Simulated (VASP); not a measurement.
# MgO (Cmcm) in VASP: a series of runs

Runs on MgO. Level: PBE. Tasks: single point.

Program: VASP 6.6.1. These are calculated values, not measurements. Logs are shortened: lines on timing, memory, paths and dates and some standing lists are left out, and cuts for length are marked.

**1. The cell of the first run**

The structure is orthorhombic, space group Cmcm (No. 63). The conventional cell has a = 3.086 Å, b = 8.131 Å, c = 3.073 Å, α = 90.00°, β = 90.00°, γ = 90.00°. Mg (site symmetry m2m) has 7 O at 2.25 to 2.38 Å and 6 Mg at 2.76 to 2.82 Å within 3.0 Å. O (site symmetry m2m) has 2 O at 1.99 Å and 7 Mg at 2.25 to 2.38 Å within 2.6 Å.

**2. Single point, PBE**

INCAR reads:

```
ALGO = Normal
EDIFF = 1E-6
ENCUT = 520
GGA = PE
ISIF = 2
ISMEAR = 0
LASPH = True
LCHARG = False
LREAL = False
LWAVE = False
NBANDS = 16
NELM = 80
PREC = Accurate
SIGMA = 0.1
```

KPOINTS reads:

```
k-points
0
Gamma
  6 6 6
```

POSCAR reads:

```
MgO
1.0
    1.5430066409     -4.0653551694      0.0000000000
    1.5430066409      4.0653551694      0.0000000000
    0.0000000000      0.0000000000      3.0728952657
Mg O
2 2
Direct
    0.3544000000      0.6456000000      0.7500000000
    0.6456000000      0.3544000000      0.2500000000
    0.0776000000      0.9224000000      0.7500000000
    0.9224000000      0.0776000000      0.2500000000
```

Potentials or basis: VASP PAW PBE potentials, release 64 (Mg, O).

The run is started by

```bash
$ cat potpaw_PBE.64/Mg/POTCAR potpaw_PBE.64/O/POTCAR > POTCAR
$ mpirun -np 1 vasp_std > vasp.out
```

OUTCAR:

```text
EDIFF = 1E-6
   ENCUT = 520
   GGA = PE
   ISIF = 2
   ISMEAR = 0
   LASPH = True
   LREAL = False
   NELM = 80
   PREC = Accurate

 ion  position               nearest neighbor table
   1  0.354  0.646  0.750-   4 2.25   4 2.25   4 2.25   4 2.25   3 2.25   3 2.38   3 2.38   2 2.76
                             2 2.76   2 2.76   2 2.76   2 2.82   2 2.82
   2  0.646  0.354  0.250-   3 2.25   3 2.25   3 2.25   3 2.25   4 2.25   4 2.38   4 2.38   1 2.76
                             1 2.76   1 2.76   1 2.76   1 2.82   1 2.82
   3  0.078  0.922  0.750-   2 2.25   2 2.25   2 2.25   2 2.25   1 2.25   1 2.38   1 2.38
   4  0.922  0.078  0.250-   1 2.25   1 2.25   1 2.25   1 2.25   2 2.25   2 2.38   2 2.38

  LATTYP: Found a base centered orthorhombic cell.
 ALAT       =     3.0860132818
 B/A-ratio  =     2.6346971307
 C/A-ratio  =     0.9957492030

  Lattice vectors:

 A1 = (   1.5430066409,  -4.0653551694,   0.0000000000)
 A2 = (   1.5430066409,   4.0653551694,   0.0000000000)
 A3 = (   0.0000000000,   0.0000000000,   3.0728952657)

Analysis of symmetry for initial positions (statically):
=====================================================================
 Subroutine PRICEL returns:
 Original cell was already a primitive cell.

 Routine SETGRP: Setting up the symmetry group for a
 base centered orthorhombic supercell.

 Subroutine GETGRP returns: Found  8 space group operations
 (whereof  4 operations were pure point group operations)
 out of a pool of  8 trial point group operations.

The static configuration has the point symmetry C_2h.
 The point group associated with its full space group is D_2h.

Analysis of symmetry for dynamics (positions and initial velocities):
=====================================================================
 Subroutine PRICEL returns:
 Original cell was already a primitive cell.

 Routine SETGRP: Setting up the symmetry group for a
 base centered orthorhombic supercell.

 Subroutine GETGRP returns: Found  8 space group operations
 (whereof  4 operations were pure point group operations)
 out of a pool of  8 trial point group operations.

The dynamic configuration has the point symmetry C_2h.
 The point group associated with its full space group is D_2h.

 Subroutine INISYM returns: Found  8 space group operations
 (whereof  4 operations are pure point group operations),
 and found     1 'primitive' translations

----------------------------------------------------------------------------------------

                                     Primitive cell

  volume of cell :      38.5517

  direct lattice vectors                    reciprocal lattice vectors
     1.543006641 -4.065355169  0.000000000     0.324042675 -0.122990484  0.000000000
     1.543006641  4.065355169  0.000000000     0.324042675  0.122990484  0.000000000
     0.000000000  0.000000000  3.072895266     0.000000000  0.000000000  0.325425995

  length of vectors
     4.348330961  4.348330961  3.072895266     0.346598203  0.346598203  0.325425995

  position of ions in fractional coordinates (direct lattice)
     0.354400000  0.645600000  0.750000000
     0.645600000  0.354400000  0.250000000
     0.077600000  0.922400000  0.750000000
     0.922400000  0.077600000  0.250000000

  ion indices of the primitive-cell ions
   primitive index   ion index
                 1           1
                 2           2
                 3           3
                 4           4

----------------------------------------------------------------------------------------

 KPOINTS: k-points

Automatic generation of k-mesh.
 Grid dimensions read from file:
 generate k-points for:    6    6    6

 Generating k-lattice:

  Cartesian coordinates                     Fractional coordinates (reciprocal lattice)
     0.054007113 -0.020498414  0.000000000     0.166666667  0.000000000  0.000000000
     0.054007113  0.020498414  0.000000000     0.000000000  0.166666667  0.000000000
     0.000000000  0.000000000  0.054237666     0.000000000  0.000000000  0.166666667

  Length of vectors
     0.057766367  0.057766367  0.054237666

  Shift w.r.t. Gamma in fractional coordinates (k-lattice)
     0.000000000  0.000000000  0.000000000

 Subroutine IBZKPT returns following result:
 ===========================================

 Found     52 irreducible k-points:

 Following reciprocal coordinates:
            Coordinates               Weight
  0.000000  0.000000  0.000000      1.000000
  0.166667 -0.000000  0.000000      4.000000
  0.333333  0.000000  0.000000      4.000000
  0.500000  0.000000  0.000000      2.000000
  0.166667  0.166667  0.000000      2.000000
  0.333333  0.166667  0.000000      4.000000
[... 16 lines left out ...]
  0.333333  0.333333  0.166667      4.000000
  0.500000  0.333333  0.166667      8.000000
 [... further k-points ...]
   k-points           NKPTS =     52   k-points in BZ     NKDIM =     52   number of bands    NBANDS=     16
   number of dos      NEDOS =    301   number of ions     NIONS =      4
   total plane-waves  NPLWV =  24576
   dimension x,y,z NGX =    32 NGY =   32 NGZ =   24
   dimension x,y,z NGXF=    64 NGYF=   64 NGZF=   48
   ions per type =               2   2
   NGX,Y,Z   is equivalent  to a cutoff of  12.23, 12.23, 12.98 a.u.
   NGXF,Y,Z  is equivalent  to a cutoff of  24.47, 24.47, 25.97 a.u.
 SYSTEM =  unknown system
   PREC   = accura    normal or accurate (medium, high low for compatibility)
   ISTART =      0    job   : 0-new  1-cont  2-samecut
   ICHARG =      2    charge: 1-file 2-atom 10-const
   ISPIN  =      1    spin polarized calculation?
   LNONCOLLINEAR =      F non collinear calculations
   LSORBIT =      F    spin-orbit coupling
   LASPH  =      T    aspherical Exc in radial PAW
   ENCUT  =  520.0 eV  38.22 Ry    6.18 a.u.   8.09  8.09  5.71*2*pi/ulx,y,z
   NELM   =     80;   NELMIN=  2; NELMDL= -5     # of ELM steps
   EDIFF  = 0.1E-05   stopping-criterion for ELM
   LREAL  =      F    real-space projection
   EDIFFG = 0.1E-04   stopping-criterion for IOM
   NSW    =      0    number of steps for IOM
   IBRION =     -1    ionic relax: 0-MD 1-quasi-New 2-CG
   NFREE  =      0    steps in history (QN), initial steepest desc. (CG)
   ISIF   =      2    stress and relaxation
   ISYM   =      2    0-nonsym 1-usesym 2-fastsym
   POTIM  = 0.5000    time-step for ionic-motion
   TEBEG  =    0.0;   TEEND  =   0.0 temperature during run
   PSTRESS=    0.0 pullay stress
   NELECT =      16.0000    total number of electrons
   NUPDOWN=      -1.0000    fix difference up-down
   EMIN   =  10.00;   EMAX   =-10.00  energy-range for DOS
   EFERMI =   0.00;   METHOD = LEGACY
   ISMEAR =     0;   SIGMA  =   0.10  broadening in eV -4-tet -1-fermi 0-gaus
   EFERMI_NEDOS =   21; number of points for ismear=-14 and -15
   IALGO  =     38    algorithm
   IMIX   =      4    mixing-type and parameters
     AMIX     =   0.40;   BMIX     =  1.00
     AMIX_MAG =   1.60;   BMIX_MAG =  1.00
  volume/ion in A,a.u.               =       9.64        65.04
  Fermi-wavevector in a.u.,A,eV,Ry     =   1.221144  2.307627 20.288902  1.491192
  Thomas-Fermi vector in A             =   2.356336
   LORBIT       =      0    0 simple, 1 ext, 2 COOP (PROOUT), +10 PAW based schemes
   GGA     = PE    functional components
   LHFCALC =     F    Hartree Fock is set to
   AEXX    =    0.0000 exact exchange contribution
   IVDW    =     0    specifies the selected vdW correction
   LEPSILON=     F    determine dielectric tensor
   LRPA    =     F    only Hartree local field effects (RPA)
 non-spin polarized calculation
 Gauss-broadening in eV      SIGMA  =   0.10
  energy-cutoff  :      520.00
  volume of cell :       38.55
 maximum number of plane-waves:      1050
   NGX = 17   NGY = 17   NGZ = 11

 number of electron      16.0000009 magnetization

 Free energy of the ion-electron system (eV)
  ---------------------------------------------------
  ext. energy  EPLUGINS =         0.00000000
  ---------------------------------------------------
  free energy    TOTEN  =       -17.99709995 eV

  energy without entropy =      -17.99698299  energy(sigma->0) =      -17.99704147

 E-fermi :   5.7151     XC(G=0): -11.0777

 val. band max:        5.5685333366   @ k =   0.5000   0.5000   0.5000
 cond. band min:       5.8400200684   @ k =   0.0000   0.0000   0.0000
 fundamental gap:      0.2714867317
 Fermi energy:         5.7150880374

 k-point     1 :       0.0000    0.0000    0.0000
  band No.  band energies     occupation
      1     -14.3815      2.00000
      2     -10.7522      2.00000
      3      -0.4142      2.00000
      4       1.0046      2.00000
      5       1.6385      2.00000
      6       3.7371      2.00000
[... 8 lines left out ...]
     15      20.0590      0.00000
     16      21.3817      0.00000

 k-point     2 :       0.1667   -0.0000    0.0000
  band No.  band energies     occupation
      1     -14.2441      2.00000
      2     -10.7186      2.00000
      3      -0.3650      2.00000
      4       0.7117      2.00000
      5       1.0799      2.00000
      6       3.1465      2.00000
[... 8 lines left out ...]
     15      19.7131      0.00000
     16      19.9845      0.00000

 k-point     3 :       0.3333    0.0000    0.0000
  band No.  band energies     occupation
      1     -13.9500      2.00000
      2     -10.6497      2.00000
      3      -1.2737      2.00000
      4       0.5541      2.00000
      5       1.2381      2.00000
      6       2.2665      2.00000
[... 8 lines left out ...]
     15      18.6883      0.00000
     16      19.9203      0.00000

 k-point     4 :       0.5000    0.0000    0.0000
  band No.  band energies     occupation
      1     -13.7913      2.00000
      2     -10.6148      2.00000
      3      -1.8507      2.00000
      4       0.6253      2.00000
      5       1.3214      2.00000
      6       2.1884      2.00000
[... 8 lines left out ...]
     15      18.7131      0.00000
     16      20.8613      0.00000
[... 324 lines left out ...]
 k-point    22 :      -0.1667    0.1667    0.1667
  band No.  band energies     occupation
      1     -14.0800      2.00000
      2     -11.0226      2.00000
      3      -0.5174      2.00000
      4       0.6957      2.00000
      5       1.7465      2.00000
      6       3.3111      2.00000
[... 8 lines left out ...]
     15      18.2547      0.00000
     16      20.5905      0.00000

 k-point    23 :       0.3333    0.3333    0.1667
  band No.  band energies     occupation
      1     -13.6285      2.00000
      2     -10.9558      2.00000
      3      -0.9762      2.00000
      4      -0.2307      2.00000
      5       1.3275      2.00000
      6       2.0658      2.00000
[... 8 lines left out ...]
     15      18.3177      0.00000
     16      19.9877      0.00000

 k-point    24 :       0.5000    0.3333    0.1667
  band No.  band energies     occupation
      1     -13.8217      2.00000
      2     -11.1591      2.00000
      3      -0.6230      2.00000
      4       0.4970      2.00000
      5       1.2571      2.00000
      6       2.8292      2.00000
[... 8 lines left out ...]
     15      18.4303      0.00000
     16      19.7339      0.00000

 [... further k-points ...]
[... 5 lines left out ...]
  --------------------------------------------------------------------------------------
  -------------------------------------------------------------------------------------
  Total       -6.6157022      6.9482204     12.2319774      0.0000000      0.0000000      0.0000000
  in kB     -274.9428877    288.7620570    508.3504466      0.0000000      0.0000000      0.0000000
  external PRESSURE =     174.0565386 kB  Pullay stress =       0.0000000 kB

 VOLUME and BASIS-vectors are now :
 -----------------------------------------------------------------------------
  energy-cutoff  :      520.00
  volume of cell :       38.55
      direct lattice vectors                 reciprocal lattice vectors
     1.543006641 -4.065355169  0.000000000     0.324042675 -0.122990484  0.000000000
     1.543006641  4.065355169  0.000000000     0.324042675  0.122990484  0.000000000
     0.000000000  0.000000000  3.072895266     0.000000000  0.000000000  0.325425995

 POSITION                                       TOTAL-FORCE (eV/Angst)
 -----------------------------------------------------------------------------------
      1.54301      1.18383      2.30467         0.000000     -1.557366      0.000000
      1.54301     -1.18383      0.76822         0.000000      1.557366      0.000000
      1.54301      3.43441      2.30467         0.000000     -8.663798      0.000000
      1.54301     -3.43441      0.76822         0.000000      8.663798     -0.000000
 -----------------------------------------------------------------------------------
    total drift:                               -0.000000      0.000000     -0.000000

  FREE ENERGIE OF THE ION-ELECTRON SYSTEM (eV)
  ---------------------------------------------------
  free  energy   TOTEN  =       -17.9970999491 eV

  energy  without entropy=      -17.9969829906  energy(sigma->0) =      -17.99704147
```

Run time: 14 s. Hardware: 1 thread of Intel Xeon Platinum 8559C (Emerald Rapids), shared host; peak memory 0.17 GiB.

Results:

* Free energy: -17.9971 eV
* Pressure: 17.4 GPa
* Largest force: 8.664 eV/Å
* Band gap on the k mesh: 0.27 eV, indirect (least direct gap 0.38 eV)

Forces on the atoms (eV/Å):
```
Mg   0.000 -1.557  0.000
Mg   0.000  1.557  0.000
O    0.000 -8.664  0.000
O    0.000  8.664  0.000
```

Stress tensor (GPa, compression positive):
```
-27.49   0.00   0.00
  0.00  28.88   0.00
  0.00   0.00  50.84
```

Caveat: forces of over 1 eV/Å act on the atoms, so gaps and moduli don't describe the material at rest. A k mesh can miss the band edges.

**3. Single point, PBE**

This run uses another cell than the first one, of 11.86 Å³/atom, 1.231 times its volume.

INCAR reads:

```
  PREC = Accurate
  ENCUT = 520
  EDIFF = 1E-6
  ISMEAR = 0
  SIGMA = 0.1
  LREAL = False
  LASPH = True
  NELM = 60
  ALGO = Normal
  ISIF = 2
  LWAVE = False
  LCHARG = False
  GGA = PE
  NBANDS = 16
```

KPOINTS reads:

```
Automatic mesh
0
Gamma
  6 6 6
```

POSCAR reads:

```
MgO
1.0
    1.4439098247     -5.6363010933      0.0000000000
    1.4439098247      5.6363010933      0.0000000000
    0.0000000000      0.0000000000      2.9154815169
Mg O
2 2
Direct
    0.3444511050      0.6555488950      0.7500000000
    0.6555488950      0.3444511050      0.2500000000
    0.1512867309      0.8487132691      0.7500000000
    0.8487132691      0.1512867309      0.2500000000
```

Potentials or basis: VASP PAW PBE potentials, release 64 (Mg, O).

The run is started by

```bash
$ cat potpaw_PBE.64/Mg/POTCAR potpaw_PBE.64/O/POTCAR > POTCAR
$ mpirun -np 1 vasp_std > vasp.out
```

Wall time 43 s (1 thread of Intel Xeon Platinum 8559C (Emerald Rapids), shared host); peak memory 0.23 GiB.

The run converged. Its results:

* Free energy: -22.9706 eV
* Pressure: -0.4 GPa
* Largest force: 0.006 eV/Å
* Band gap on the k mesh: 2.99 eV, indirect (least direct gap 3.03 eV)

Forces in eV/Å, atoms in the order of the input:
```
Mg   0.000  0.005  0.000
Mg   0.000 -0.005  0.000
O    0.000  0.006  0.000
O    0.000 -0.006  0.000
```

Stress tensor (GPa, compression positive):
```
-0.44  0.00  0.00
 0.00  0.10  0.00
 0.00  0.00 -0.77
```

Levels at points of the mesh, in eV from the valence-band top:
| k point | band 4 | band 5 | band 6 | band 7 | band 8 | band 9 | band 10 | band 11 | band 12 | band 13 |
| --- | --- | --- | --- | --- | --- | --- | --- | --- | --- | --- |
| (0.00, 0.00, 0.00) | -0.70 | -0.56 | -0.35 | -0.08 | -0.04 | 2.99 | 8.73 | 9.40 | 10.68 | 13.45 |
| (0.50, 0.00, 0.00) | -3.72 | -1.14 | -0.70 | -0.36 | -0.32 | 5.86 | 8.12 | 9.78 | 11.49 | 12.55 |
| (0.50, 0.50, 0.00) | -1.71 | -0.66 | -0.59 | -0.13 | 0.00 | 4.89 | 6.31 | 10.65 | 11.90 | 12.42 |
| (0.00, 0.00, 0.50) | -3.71 | -1.13 | -1.13 | -0.27 | -0.27 | 7.36 | 7.36 | 9.57 | 9.57 | 13.64 |
| (0.50, 0.00, 0.50) | -3.28 | -2.08 | -2.08 | -0.61 | -0.61 | 8.40 | 8.40 | 10.34 | 10.34 | 12.75 |
| (0.50, 0.50, 0.50) | -3.89 | -0.79 | -0.79 | -0.27 | -0.27 | 6.57 | 6.57 | 10.54 | 10.54 | 13.81 |

A k mesh can miss the band edges.
